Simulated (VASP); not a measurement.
# ZnF (Fm-3m) in VASP: a series of runs, part 2 of 2

VASP 6.6.1.

### 3 Single point, PBE, collinear spin

File INCAR:

```
  ALGO = Normal
  EDIFF = 1E-6
  ENCUT = 600
  GGA = PE
  GGA_COMPAT = F
  ISIF = 2
  ISMEAR = 0
  ISPIN = 2
  LASPH = T
  LCHARG = F
  LORBIT = 11
  LREAL = F
  LWAVE = F
  MAGMOM = 0 1
  NBANDS = 20
  NELM = 200
  PREC = Accurate
  SIGMA = 0.1
```

File KPOINTS:

```
k-points
0
Gamma
  6 6 6
```

File POSCAR:

```
ZnF
1.0
    0.0000000000      2.3228839946      2.3228839946
    2.3228839946      0.0000000000      2.3228839946
    2.3228839946      2.3228839946      0.0000000000
Zn F
1 1
Direct
    0.0000000000      0.0000000000      0.0000000000
    0.5000000000      0.5000000000      0.5000000000
```

Potentials or basis: VASP PAW PBE potentials, release 64 (Zn, F).

Command:

```sh
$ cat potpaw_PBE.64/Zn/POTCAR potpaw_PBE.64/F/POTCAR > POTCAR
$ mpirun -np 1 vasp_std > vasp.out
```

OUTCAR:

```text
EDIFF = 1E-6
   ENCUT = 600
   GGA = PE
   ISIF = 2
   ISMEAR = 0
   ISPIN = 2
   LASPH = T
   LORBIT = 11
   LREAL = F
   NELM = 200
   PREC = Accurate

 ion  position               nearest neighbor table
   1  0.000  0.000  0.000-   2 2.32   2 2.32   2 2.32   2 2.32   2 2.32   2 2.32
   2  0.500  0.500  0.500-   1 2.32   1 2.32   1 2.32   1 2.32   1 2.32   1 2.32

  LATTYP: Found a face centered cubic cell.
 ALAT       =     4.6457679892

  Lattice vectors:

 A1 = (   0.0000000000,   2.3228839946,   2.3228839946)
 A2 = (   2.3228839946,   0.0000000000,   2.3228839946)
 A3 = (   2.3228839946,   2.3228839946,   0.0000000000)

Analysis of symmetry for initial positions (statically):
=====================================================================
 Subroutine PRICEL returns:
 Original cell was already a primitive cell.

 Routine SETGRP: Setting up the symmetry group for a
 face centered cubic supercell.

 Subroutine GETGRP returns: Found 48 space group operations
 (whereof 48 operations were pure point group operations)
 out of a pool of 48 trial point group operations.

The static configuration has the point symmetry O_h .

Analysis of symmetry for dynamics (positions and initial velocities):
=====================================================================
 Subroutine PRICEL returns:
 Original cell was already a primitive cell.

 Routine SETGRP: Setting up the symmetry group for a
 face centered cubic supercell.

 Subroutine GETGRP returns: Found 48 space group operations
 (whereof 48 operations were pure point group operations)
 out of a pool of 48 trial point group operations.

The dynamic configuration has the point symmetry O_h .

Analysis of structural, dynamic, and magnetic symmetry:
=====================================================================
 Subroutine PRICEL returns:
 Original cell was already a primitive cell.

 Routine SETGRP: Setting up the symmetry group for a
 face centered cubic supercell.

 Subroutine GETGRP returns: Found 48 space group operations
 (whereof 48 operations were pure point group operations)
 out of a pool of 48 trial point group operations.

The overall configuration has the point symmetry O_h .

 Subroutine INISYM returns: Found 48 space group operations
 (whereof 48 operations are pure point group operations),
 and found     1 'primitive' translations

----------------------------------------------------------------------------------------

                                     Primitive cell

  volume of cell :      25.0676

  direct lattice vectors                    reciprocal lattice vectors
     0.000000000  2.322883995  2.322883995    -0.215249664  0.215249664  0.215249664
     2.322883995  0.000000000  2.322883995     0.215249664 -0.215249664  0.215249664
     2.322883995  2.322883995  0.000000000     0.215249664  0.215249664 -0.215249664

  length of vectors
     3.285054049  3.285054049  3.285054049     0.372823355  0.372823355  0.372823355

[... 60 lines left out ...]
   NGXF,Y,Z  is equivalent  to a cutoff of  28.34, 28.34, 28.34 a.u.
 SYSTEM =  unknown system
   PREC   = accura    normal or accurate (medium, high low for compatibility)
   ISTART =      0    job   : 0-new  1-cont  2-samecut
   ICHARG =      2    charge: 1-file 2-atom 10-const
   ISPIN  =      2    spin polarized calculation?
   LNONCOLLINEAR =      F non collinear calculations
   LSORBIT =      F    spin-orbit coupling
   LASPH  =      T    aspherical Exc in radial PAW
   ENCUT  =  600.0 eV  44.10 Ry    6.64 a.u.   6.56  6.56  6.56*2*pi/ulx,y,z
   NELM   =    200;   NELMIN=  2; NELMDL= -5     # of ELM steps
   EDIFF  = 0.1E-05   stopping-criterion for ELM
   LREAL  =      F    real-space projection
   EDIFFG = 0.1E-04   stopping-criterion for IOM
   NSW    =      0    number of steps for IOM
   IBRION =     -1    ionic relax: 0-MD 1-quasi-New 2-CG
   NFREE  =      0    steps in history (QN), initial steepest desc. (CG)
   ISIF   =      2    stress and relaxation
   ISYM   =      2    0-nonsym 1-usesym 2-fastsym
   POTIM  = 0.5000    time-step for ionic-motion
   TEBEG  =    0.0;   TEEND  =   0.0 temperature during run
   PSTRESS=    0.0 pullay stress
   NELECT =      19.0000    total number of electrons
   NUPDOWN=      -1.0000    fix difference up-down
   EMIN   =  10.00;   EMAX   =-10.00  energy-range for DOS
   EFERMI =   0.00;   METHOD = LEGACY
   ISMEAR =     0;   SIGMA  =   0.10  broadening in eV -4-tet -1-fermi 0-gaus
   EFERMI_NEDOS =   21; number of points for ismear=-14 and -15
   IALGO  =     38    algorithm
   IMIX   =      4    mixing-type and parameters
     AMIX     =   0.40;   BMIX     =  1.00
     AMIX_MAG =   1.60;   BMIX_MAG =  1.00
  volume/ion in A,a.u.               =      12.53        84.58
  Fermi-wavevector in a.u.,A,eV,Ry     =   1.492640  2.820681 30.313443  2.227975
  Thomas-Fermi vector in A             =   2.605143
   LORBIT       =     11    0 simple, 1 ext, 2 COOP (PROOUT), +10 PAW based schemes
   GGA     = PE    functional components
   LHFCALC =     F    Hartree Fock is set to
   AEXX    =    0.0000 exact exchange contribution
   IVDW    =     0    specifies the selected vdW correction
   LEPSILON=     F    determine dielectric tensor
   LRPA    =     F    only Hartree local field effects (RPA)
 spin polarized calculation
 Gauss-broadening in eV      SIGMA  =   0.10
  energy-cutoff  :      600.00
  volume of cell :       25.07
 maximum number of plane-waves:       869
 NGX is ok and might be reduce to    28
   NGX = 13   NGY = 13   NGZ = 13

 number of electron      19.0000000 magnetization       1.0000000

 number of electron      18.9999994 magnetization      -0.2556764

 Free energy of the ion-electron system (eV)
  ---------------------------------------------------
  ext. energy  EPLUGINS =         0.00000000
  ---------------------------------------------------
  free energy    TOTEN  =        -4.87374277 eV

  energy without entropy =       -4.86656105  energy(sigma->0) =       -4.87015191

 E-fermi :   3.7478     XC(G=0): -10.9073

 val. band max:        3.6797789793   @ k =   0.5000   0.3333   0.0000
 cond. band min:       3.7740107913   @ k =   0.5000   0.3333   0.1667
 fundamental gap:      0.0942318120
 Fermi energy:         3.7477885055

 spin component 1

 k-point     1 :       0.0000    0.0000    0.0000
  band No.  band energies     occupation
      1     -22.0661      1.00000
      2      -4.0186      1.00000
      3      -4.0186      1.00000
      4      -4.0186      1.00000
      5      -3.8890      1.00000
      6      -3.8890      1.00000
[... 344 lines left out ...]
      6      -3.7167      1.00000
[... 12 lines left out ...]
     19      30.4989      0.00000
     20      31.6365      0.00000
 Fermi energy:         3.7477885055

 spin component 2

 k-point     1 :       0.0000    0.0000    0.0000
  band No.  band energies     occupation
      1     -22.1855      1.00000
      2      -4.0700      1.00000
      3      -4.0700      1.00000
      4      -4.0700      1.00000
      5      -3.9342      1.00000
      6      -3.9342      1.00000
[... 357 lines left out ...]
     19      30.2431      0.00000
     20      31.4108      0.00000

------------------------ aborting loop because EDIFF is reached ----------------------------------------

  FORCE on cell =-STRESS in cart. coord.  units (eV):
  Direction    XX          YY          ZZ          XY          YZ          ZX
  --------------------------------------------------------------------------------------
  -------------------------------------------------------------------------------------
  Total        1.7929678      1.7929678      1.7929678      0.0000000      0.0000000     -0.0000000
  in kB      114.5962810    114.5962810    114.5962810      0.0000000      0.0000000     -0.0000000
  external PRESSURE =     114.5962810 kB  Pullay stress =       0.0000000 kB

 VOLUME and BASIS-vectors are now :
 -----------------------------------------------------------------------------
  energy-cutoff  :      600.00
  volume of cell :       25.07
      direct lattice vectors                 reciprocal lattice vectors
     0.000000000  2.322883995  2.322883995    -0.215249664  0.215249664  0.215249664
     2.322883995  0.000000000  2.322883995     0.215249664 -0.215249664  0.215249664
     2.322883995  2.322883995  0.000000000     0.215249664  0.215249664 -0.215249664

 POSITION                                       TOTAL-FORCE (eV/Angst)
 -----------------------------------------------------------------------------------
      0.00000      0.00000      0.00000         0.000000      0.000000     -0.000000
      2.32288      2.32288      2.32288         0.000000      0.000000      0.000000
 -----------------------------------------------------------------------------------
    total drift:                                0.000000      0.000000      0.000000

  FREE ENERGIE OF THE ION-ELECTRON SYSTEM (eV)
  ---------------------------------------------------
  free  energy   TOTEN  =        -4.8737427673 eV

  energy  without entropy=       -4.8665610453  energy(sigma->0) =       -4.87015191

 total charge

# of ion       s       p       d       tot
------------------------------------------
    1        0.554   0.195   9.811  10.560
    2        1.768   4.278   0.000   6.046
--------------------------------------------------
tot          2.323   4.473   9.811  16.607

 magnetization (x)

# of ion       s       p       d       tot
------------------------------------------
    1       -0.100  -0.013  -0.000  -0.114
    2       -0.007  -0.054   0.000  -0.060
--------------------------------------------------
tot         -0.107  -0.067  -0.000  -0.174
```

OSZICAR:

```text
N       E                     dE             d eps       ncg     rms          rms(c)
DAV:   1     0.129546138257E+03    0.12955E+03   -0.10802E+04  1392   0.149E+03
DAV:   2     0.318879011971E+01   -0.12636E+03   -0.11412E+03  1300   0.311E+02
DAV:   3    -0.529129181086E+01   -0.84801E+01   -0.84089E+01  1468   0.745E+01
DAV:   4    -0.535295302735E+01   -0.61661E-01   -0.61637E-01  1416   0.622E+00
DAV:   5    -0.535311223307E+01   -0.15921E-03   -0.15921E-03  1428   0.307E-01    0.883E+00
DAV:   6    -0.489506894921E+01    0.45804E+00   -0.13520E+00  1732   0.230E+01    0.321E+00
DAV:   7    -0.488694086090E+01    0.81281E-02   -0.19603E-01  1404   0.684E+00    0.154E+00
DAV:   8    -0.487245888345E+01    0.14482E-01   -0.43906E-02  1448   0.209E+00    0.423E-01
DAV:   9    -0.487339367825E+01   -0.93479E-03   -0.26966E-03  1680   0.688E-01    0.161E-01
DAV:  10    -0.487362290043E+01   -0.22922E-03   -0.63887E-04  1372   0.211E-01    0.590E-02
DAV:  11    -0.487370116438E+01   -0.78264E-04   -0.42346E-05  1564   0.116E-01    0.332E-02
DAV:  12    -0.487373790708E+01   -0.36743E-04   -0.69870E-05  1656   0.134E-01    0.133E-02
DAV:  13    -0.487374202852E+01   -0.41214E-05   -0.80563E-06  1412   0.385E-02    0.495E-03
DAV:  14    -0.487374276734E+01   -0.73881E-06   -0.31218E-06  1416   0.211E-02
   1 F= -.48737428E+01 E0= -.48701519E+01  d E =-.718172E-02  mag=    -0.2560
```

stdout:

```text
POSCAR found type information on POSCAR ZnF
 POSCAR found :  2 types and       2 ions
 scaLAPACK will be used
 LDA part: xc-table for (Slater+PW92), standard interpolation
 POSCAR, INCAR and KPOINTS ok, starting setup
 FFT: planning ... GRIDC
 FFT: planning ... GRID_SOFT
 FFT: planning ... GRID
 WAVECAR not read
 entering main loop
```

Wall time 29 s (1 thread of Intel Xeon Platinum 8259CL at 2.50GHz (Skylake/Cascade Lake), shared host); peak memory 0.17 GiB.

What came out:

```yaml
Free_energy: -4.8737 eV
Pressure: 11.5 GPa
Net_moment: -0.26 μB per cell
Site_moments: Zn -0.11; F -0.06 μB
Valence_electrons_inside_the_program's_atomic_spheres: Zn 10.56; F 6.05
```

Caveat: the k points lie up to 0.39 Å⁻¹ apart; a moment this small can come from the mesh or the smearing.
